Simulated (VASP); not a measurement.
# SrCl2 in VASP: further runs, part 2 of 2

VASP 6.6.1.

## 4. Single point, LDA (27.17 Å³/atom)

This run uses another cell than the first one, of 27.17 Å³/atom.

Input file INCAR:

```
SYSTEM = SrCl2
ALGO = Normal ; EDIFF = 1E-6
ENCUT = 520 ; GGA = CA
ISIF = 2 ; ISMEAR = -1
LASPH = .True. ; LCHARG = .True.
LELF = .True. ; LREAL = .False.
LVHAR = .True. ; LWAVE = .False.
NBANDS = 19 ; NELM = 60
PREC = Accurate ; SIGMA = 0.05
```

Input file KPOINTS:

```
k-points
0
Gamma
  7 7 7
  0 0 0
```

Input file POSCAR:

```
SrCl2
1.0
    0.0000000000      3.4412043558      3.4412043558
    3.4412043558      0.0000000000      3.4412043558
    3.4412043558      3.4412043558      0.0000000000
Sr Cl
1 2
Direct
    0.0000000000      0.0000000000      0.0000000000
    0.7500000000      0.7500000000      0.7500000000
    0.2500000000      0.2500000000      0.2500000000
```

Potentials or basis: VASP PAW LDA potentials, release 64 (Sr_sv, Cl).

On the command line:

```bash
> cat potpaw_LDA.64/Sr_sv/POTCAR potpaw_LDA.64/Cl/POTCAR > POTCAR
> mpirun -np 1 vasp_std > vasp.out
```

OUTCAR:

```text
SYSTEM = SrCl2
   EDIFF = 1E-6
   ENCUT = 520
   GGA = CA
   ISIF = 2
   ISMEAR = -1
   LASPH = .True.
   LREAL = .False.
   NELM = 60
   PREC = Accurate

 ion  position               nearest neighbor table
   1  0.000  0.000  0.000-   2 2.98   2 2.98   2 2.98   2 2.98   3 2.98   3 2.98   3 2.98   3 2.98

   2  0.750  0.750  0.750-   1 2.98   1 2.98   1 2.98   1 2.98
   3  0.250  0.250  0.250-   1 2.98   1 2.98   1 2.98   1 2.98

  LATTYP: Found a face centered cubic cell.
 ALAT       =     6.8824087116
[... 625 lines left out ...]

  FORCE on cell =-STRESS in cart. coord.  units (eV):
  Direction    XX          YY          ZZ          XY          YZ          ZX
  --------------------------------------------------------------------------------------
  -------------------------------------------------------------------------------------
  Total       -0.6715004     -0.6715004     -0.6715004      0.0000000     -0.0000000      0.0000000
  in kB      -13.2006555    -13.2006555    -13.2006555      0.0000000     -0.0000000      0.0000000
  external PRESSURE =     -13.2006555 kB  Pullay stress =       0.0000000 kB

 VOLUME and BASIS-vectors are now :
 -----------------------------------------------------------------------------
  energy-cutoff  :      520.00
  volume of cell :       81.50
      direct lattice vectors                 reciprocal lattice vectors
     0.000000000  3.441204356  3.441204356    -0.145297968  0.145297968  0.145297968
     3.441204356  0.000000000  3.441204356     0.145297968 -0.145297968  0.145297968
     3.441204356  3.441204356  0.000000000     0.145297968  0.145297968 -0.145297968

 POSITION                                       TOTAL-FORCE (eV/Angst)
 -----------------------------------------------------------------------------------
      0.00000      0.00000      0.00000         0.000000      0.000000      0.000000
      5.16181      5.16181      5.16181        -0.000000     -0.000000     -0.000000
      1.72060      1.72060      1.72060         0.000000      0.000000      0.000000
 -----------------------------------------------------------------------------------
    total drift:                                0.000000      0.000000      0.000000

  FREE ENERGIE OF THE ION-ELECTRON SYSTEM (eV)
  ---------------------------------------------------
  free  energy   TOTEN  =       -14.0680701863 eV

  energy  without entropy=      -14.0680701862  energy(sigma->0) =      -14.06807019
```

OSZICAR:

```text
N       E                     dE             d eps       ncg     rms          rms(c)
DAV:   1     0.136097393493E+03    0.13610E+03   -0.11344E+04   760   0.114E+03
DAV:   2    -0.583630342070E+01   -0.14193E+03   -0.13743E+03   984   0.225E+02
DAV:   3    -0.141195989406E+02   -0.82833E+01   -0.82520E+01  1039   0.532E+01
DAV:   4    -0.143804590836E+02   -0.26086E+00   -0.26048E+00  1250   0.764E+00
DAV:   5    -0.143829895425E+02   -0.25305E-02   -0.25303E-02  1045   0.726E-01    0.151E+01
DAV:   6    -0.141019294655E+02    0.28106E+00   -0.51601E-01   867   0.395E+00    0.974E+00
DAV:   7    -0.140728381343E+02    0.29091E-01   -0.28820E-01  1005   0.326E+00    0.156E+00
DAV:   8    -0.140674968566E+02    0.53413E-02   -0.52085E-02   865   0.119E+00    0.320E-01
DAV:   9    -0.140678403860E+02   -0.34353E-03   -0.13929E-03   876   0.239E-01    0.115E-01
DAV:  10    -0.140680320703E+02   -0.19168E-03   -0.12170E-04   953   0.628E-02    0.266E-02
DAV:  11    -0.140680671741E+02   -0.35104E-04   -0.21607E-05   896   0.297E-02    0.202E-02
DAV:  12    -0.140680696608E+02   -0.24868E-05   -0.46241E-06   995   0.110E-02    0.469E-03
DAV:  13    -0.140680701863E+02   -0.52541E-06   -0.48221E-07   683   0.394E-03
   1 F= -.14068070E+02 E0= -.14068070E+02  d E =-.165469E-10
```

Wall time 44 s (1 thread of Intel Xeon 8259CL, shared host); peak memory 0.18 GiB.

Results:

```yaml
Free_energy: -14.0681 eV
Pressure: -1.3 GPa
Band_gap_on_the_k_mesh: 5.08 eV (least direct gap 5.35 eV)
```

Levels at points of the mesh, in eV from the valence-band top:
| k point | band 9 | band 10 | band 11 | band 12 | band 13 | band 14 | band 15 | band 16 |
| --- | --- | --- | --- | --- | --- | --- | --- | --- |
| (0.00, 0.00, 0.00) | -2.30 | -0.33 | -0.33 | -0.33 | 5.08 | 5.83 | 5.83 | 8.81 |

Caveat: an odd mesh through Γ misses points on the zone boundary, where band edges can lie.

## 5. Single point, LDA (28.86 Å³/atom)

This run uses another cell than the first one, of 28.86 Å³/atom.

Input file INCAR:

```
  PREC = Accurate
  ENCUT = 520
  EDIFF = 1E-6
  ISMEAR = -1
  SIGMA = 0.05
  LREAL = False
  LASPH = True
  NELM = 60
  ALGO = Normal
  ISIF = 2
  LWAVE = False
  LCHARG = False
  NBANDS = 19
```

Input file KPOINTS:

```
Automatic mesh
0
Gamma
  7 7 7
```

Input file POSCAR:

```
SrCl2
1.0
    0.0000000000      3.5114523289      3.5114523289
    3.5114523289      0.0000000000      3.5114523289
    3.5114523289      3.5114523289      0.0000000000
Sr Cl
1 2
Direct
    0.0000000000      0.0000000000      0.0000000000
    0.7500000000      0.7500000000      0.7500000000
    0.2500000000      0.2500000000      0.2500000000
```

On the command line:

```bash
> cat potpaw_LDA.64/Sr_sv/POTCAR potpaw_LDA.64/Cl/POTCAR > POTCAR
> mpirun -np 1 vasp_std > vasp.out
```

It took 57 s on 1 thread of Intel Xeon 8259CL, shared host; peak memory 0.2 GiB.

It converged, with:

```yaml
Free_energy: -13.9940 eV
Pressure: -3.3 GPa
Band_gap_on_the_k_mesh: 4.85 eV (least direct gap 5.15 eV)
```

Levels at points of the mesh, in eV from the valence-band top:
| k point | band 10 | band 11 | band 12 | band 13 | band 14 | band 15 |
| --- | --- | --- | --- | --- | --- | --- |
| (0.00, 0.00, 0.00) | -0.31 | -0.31 | -0.31 | 4.85 | 5.86 | 5.86 |

Caveat: the cell stands under tension; an odd mesh through Γ misses points on the zone boundary, where band edges can lie.

## 6. Single point, LDA (29.43 Å³/atom)

This run uses another cell than the first one, of 29.43 Å³/atom.

Input file INCAR:

```
PREC = Accurate ; ENCUT = 520
EDIFF = 1E-6 ; ISMEAR = -1
SIGMA = 0.05 ; LREAL = F
LASPH = T ; NELM = 60
ALGO = Normal ; ISIF = 2
LWAVE = F ; LCHARG = F
GGA = CA ; NBANDS = 19
```

Input file KPOINTS:

```
regular mesh
0
Gamma
  7 7 7
```

Input file POSCAR:

```
SrCl2
1.0
    0.0000000000      3.5342546063      3.5342546063
    3.5342546063      0.0000000000      3.5342546063
    3.5342546063      3.5342546063      0.0000000000
Sr Cl
1 2
Direct
    0.0000000000      0.0000000000      0.0000000000
    0.7500000000      0.7500000000      0.7500000000
    0.2500000000      0.2500000000      0.2500000000
```

Potentials or basis: VASP PAW LDA potentials, release 64 (Sr_sv, Cl).

On the command line:

```bash
> cat potpaw_LDA.64/Sr_sv/POTCAR potpaw_LDA.64/Cl/POTCAR > POTCAR
> mpirun -np 1 vasp_std > vasp.out
```

OUTCAR:

```text
PREC = Accurate
   ENCUT = 520
   EDIFF = 1E-6
   ISMEAR = -1
   LREAL = F
   LASPH = T
   NELM = 60
   ISIF = 2
   GGA = CA

 ion  position               nearest neighbor table
   1  0.000  0.000  0.000-   2 3.06   2 3.06   2 3.06   2 3.06   3 3.06   3 3.06   3 3.06   3 3.06

   2  0.750  0.750  0.750-   1 3.06   1 3.06   1 3.06   1 3.06
   3  0.250  0.250  0.250-   1 3.06   1 3.06   1 3.06   1 3.06

  LATTYP: Found a face centered cubic cell.
 ALAT       =     7.0685092126

  Lattice vectors:
[... 624 lines left out ...]

  FORCE on cell =-STRESS in cart. coord.  units (eV):
  Direction    XX          YY          ZZ          XY          YZ          ZX
  --------------------------------------------------------------------------------------
  -------------------------------------------------------------------------------------
  Total       -2.1162104     -2.1162104     -2.1162104      0.0000000      0.0000000      0.0000000
  in kB      -38.4013006    -38.4013006    -38.4013006      0.0000000      0.0000000      0.0000000
  external PRESSURE =     -38.4013006 kB  Pullay stress =       0.0000000 kB

 VOLUME and BASIS-vectors are now :
 -----------------------------------------------------------------------------
  energy-cutoff  :      520.00
  volume of cell :       88.29
      direct lattice vectors                 reciprocal lattice vectors
     0.000000000  3.534254606  3.534254606    -0.141472547  0.141472547  0.141472547
     3.534254606  0.000000000  3.534254606     0.141472547 -0.141472547  0.141472547
     3.534254606  3.534254606  0.000000000     0.141472547  0.141472547 -0.141472547

 POSITION                                       TOTAL-FORCE (eV/Angst)
 -----------------------------------------------------------------------------------
      0.00000      0.00000      0.00000        -0.000000      0.000000     -0.000000
      5.30138      5.30138      5.30138         0.000000      0.000000      0.000000
      1.76713      1.76713      1.76713        -0.000000     -0.000000     -0.000000
 -----------------------------------------------------------------------------------
    total drift:                               -0.000000     -0.000000      0.000000

  FREE ENERGIE OF THE ION-ELECTRON SYSTEM (eV)
  ---------------------------------------------------
  free  energy   TOTEN  =       -13.9565949938 eV

  energy  without entropy=      -13.9565949938  energy(sigma->0) =      -13.95659499
```

OSZICAR:

```text
N       E                     dE             d eps       ncg     rms          rms(c)
DAV:   1     0.139883323399E+03    0.13988E+03   -0.11366E+04   760   0.113E+03
DAV:   2    -0.507213141713E+01   -0.14496E+03   -0.13999E+03  1015   0.219E+02
DAV:   3    -0.139697868782E+02   -0.88977E+01   -0.88648E+01   967   0.545E+01
DAV:   4    -0.142924430390E+02   -0.32266E+00   -0.32197E+00  1234   0.891E+00
DAV:   5    -0.142959476084E+02   -0.35046E-02   -0.35044E-02  1037   0.894E-01    0.126E+01
DAV:   6    -0.139894078410E+02    0.30654E+00   -0.58110E-01   869   0.411E+00    0.824E+00
DAV:   7    -0.139594417850E+02    0.29966E-01   -0.27054E-01  1010   0.313E+00    0.185E+00
DAV:   8    -0.139559702576E+02    0.34715E-02   -0.47235E-02   881   0.113E+00    0.299E-01
DAV:   9    -0.139563350573E+02   -0.36480E-03   -0.14459E-03   915   0.223E-01    0.106E-01
DAV:  10    -0.139565585571E+02   -0.22350E-03   -0.15738E-04   908   0.735E-02    0.211E-02
DAV:  11    -0.139565914608E+02   -0.32904E-04   -0.19946E-05   963   0.270E-02    0.232E-02
DAV:  12    -0.139565942204E+02   -0.27596E-05   -0.45194E-06   915   0.101E-02    0.457E-03
DAV:  13    -0.139565949938E+02   -0.77341E-06   -0.67412E-07   734   0.425E-03
   1 F= -.13956595E+02 E0= -.13956595E+02  d E =-.106027E-10
```

Wall time 48 s (1 thread of Intel Xeon 8259CL, shared host); peak memory 0.2 GiB.

What came out:

- Free energy: -13.9566 eV
- Pressure: -3.8 GPa
- Band gap on the k mesh: 4.77 eV (least direct gap 5.07 eV)

Caveat: the cell stands under tension; an odd mesh through Γ misses points on the zone boundary, where band edges can lie.

## 7. Summary

| level | potentials or basis | cell | gap on the mesh (eV) | pressure (GPa) |
| --- | --- | --- | --- | --- |
| PBEsol | VASP PAW PBE potentials, release 64 (Sr_sv, Cl) | a = 5.030 Å, angles 60.0°, 3 atoms, atomic positions A | 4.96 | -2.7 |
| PBEsol | VASP PAW PBE potentials, release 64 (Sr_sv, Cl) | a = 4.933 Å, angles 60.0°, 3 atoms, atomic positions B | 5.16 | -0.9 |
| LDA | VASP PAW LDA potentials, release 64 (Sr_sv, Cl) | a = 4.867 Å, angles 60.0°, 3 atoms, atomic positions A | 5.08 | -1.3 |
| LDA | VASP PAW LDA potentials, release 64 (Sr_sv, Cl) | a = 4.966 Å, angles 60.0°, 3 atoms, atomic positions A | 4.85 | -3.3 |
| LDA | VASP PAW LDA potentials, release 64 (Sr_sv, Cl) | a = 4.998 Å, angles 60.0°, 3 atoms, atomic positions A | 4.77 | -3.8 |

Alike in all rows: task single point; no spin polarisation; k mesh 7 × 7 × 7; cutoff (eV) 520; smearing fermi-dirac 0.05 eV.

Caveats: an odd mesh through Γ misses points on the zone boundary, where band edges can lie (at least some runs); the PAW data sets were made with another functional, which shifts forces and pressure a little (at least some runs); the cell stands under tension (at least some runs).

Total energies depend on the potentials used, so only differences within one code and one set of settings carry meaning.
